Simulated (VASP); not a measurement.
A run of VASP 6.6.1 is set up as follows.

INCAR

```
PREC     = Accurate       # precision mode
ENCUT    = 520            # plane-wave cutoff, eV
EDIFF    = 1E-7           # SCF threshold, eV
ISMEAR   = 0              # smearing method
SIGMA    = 0.05           # smearing width, eV
LREAL    = F              # projectors in reciprocal space
LASPH    = T              # aspherical terms in the spheres
NELM     = 150            # most SCF steps
ALGO     = Normal         # electronic algorithm
ISIF     = 2              # what is computed and relaxed
LWAVE    = F              # write WAVECAR
LCHARG   = F              # write CHGCAR
ISPIN    = 2              # spin polarisation
MAGMOM   = 1.62 0         # initial moments
LORBIT   = 11             # projections on sites
LMAXMIX  = 4              # l up to which the mixer works
GGA      = CA             # functional
NBANDS   = 19             # bands
```

Contents of KPOINTS:

```
Automatic mesh
0
Gamma
  12 12 12
```

The input POSCAR:

```
NiO
1.0
    0.0000000000      2.2409531277      2.2409531277
    2.2409531277      0.0000000000      2.2409531277
    2.2409531277      2.2409531277      0.0000000000
Ni O
1 1
Direct
    0.0000000000      0.0000000000      0.0000000000
    0.2500000000      0.2500000000      0.2500000000
```

Potentials or basis: VASP PAW LDA potentials, release 64 (Ni, O).

Run with:

```bash
$ cat potpaw_LDA.64/Ni/POTCAR potpaw_LDA.64/O/POTCAR > POTCAR
$ mpirun -np 1 vasp_std > vasp.out
```

Q: Estimate the site moments.

A: Ni +1.25; O +0.30 μB.

Q: Estimate the pressure.

A: -15.5 GPa.

Q: Predict the net moment.

A: 1.60 μB per cell.

Caveat: a cell with one magnetic atom can't hold antiferromagnetic order, which such compounds often take.
